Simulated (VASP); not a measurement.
## W2C: single point with r2SCAN

The system is W2C.

```
W C
1.0
     3.07005    0.00000    0.00000
    -1.53502    2.65874    0.00000
     0.00000    0.00000    4.67843
W C
2 1
Direct
  0.33333 0.66667 0.74633
  0.66667 0.33333 0.25367
  0.00000 0.00000 0.00000
```

```json
{
  "Program": "VASP 6.6.1",
  "Task": "single point",
  "Functional": "r2SCAN",
  "Potentials or basis": "VASP PAW PBE potentials, release 64 (W_sv, C)",
  "Cutoff": "660 eV",
  "k mesh": "6 × 6 × 4",
  "Occupations": "tetrahedron",
  "Spin": "no spin polarisation"
}
```

| Quantity | Value |
| --- | --- |
| Pressure | -3.4 GPa |
| Largest force | 0.195 eV/Å |
| Band gap on the k mesh | zero (band 16 reaches 12.96 eV, above the bottom of band 17 at 10.37 eV) |

Forces on the atoms (eV/Å):
```
W    0.000  0.000 -0.195
W    0.000  0.000  0.195
C    0.000  0.000  0.000
```

Stress tensor (GPa, compression positive):
```
-2.87  0.00  0.00
 0.00 -2.87  0.00
 0.00  0.00 -4.35
```

Levels at points of the mesh, in eV from the Fermi level:
```tsv
k point	band 14	band 15	band 16	band 17	band 18	band 19
(0.00, 0.00, 0.00)	-1.55	-1.48	-1.48	-1.19	-1.19	0.54
(0.50, 0.00, 0.00)	-3.77	-2.01	1.40	2.29	2.55	3.14
(0.00, 0.00, 0.50)	-3.08	-2.42	-2.42	0.94	0.94	1.66
(0.50, 0.00, 0.50)	-2.98	-2.76	-0.62	0.21	2.06	2.62
```

It took 80 s on 1 thread of Intel Xeon 6975P-C, on a shared host, peak memory 0.19 GiB.

Caveat: the k points lie up to 0.39 Å⁻¹ apart; the PAW data sets were made with another functional, which shifts forces and pressure a little; spin-orbit coupling is left out, which moves the levels of the heavy elements.
